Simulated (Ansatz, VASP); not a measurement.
# One calculation of Be2Se, two programs

```xyz
3
Lattice="3.6615 0.0000 0.0000 -1.8308 3.1710 0.0000 0.0000 0.0000 3.4383" Properties=species:S:1:pos:R:3 pbc="T T T"
Be    1.8308    1.0570    1.7191
Be    0.0000    2.1140    1.7191
Se    0.0000    0.0000    0.0000
```

Change from the starting cell: species swapped into the TlBi2 type (P6/mmm, No. 191).

Alike in both runs: functional PBE; k mesh 12 × 12 × 18; occupations gaussian, width 0.1 eV; no spin polarisation.

Ansatz relaxed the structure, and its values are those at the end. VASP's run is a single point on that final structure, the one shown.

```csv
,VASP,Ansatz
version,VASP 6.6.1,Ansatz 0.2.0
potentials or method,"VASP PAW PBE potentials, release 64 (Be, Se), cutoff 520 eV","scalar-relativistic, plane waves, PAW"
valence electrons in the cell,10,20
```

Ansatz gave:

| Quantity | Value |
| --- | --- |
| gap on the k mesh at the Fermi level (eV) | none |
| pressure (GPa) | 0.0 |

Q: Estimate VASP's values.

A: gap on the k mesh at the Fermi level (eV): none; pressure (GPa): 0.1.

A gap of «none» marks a metal or a gap that the smearing closes. VASP's potentials hold 10 valence electrons a cell and Ansatz's 20, so a difference there can come from the potentials and not from the codes.
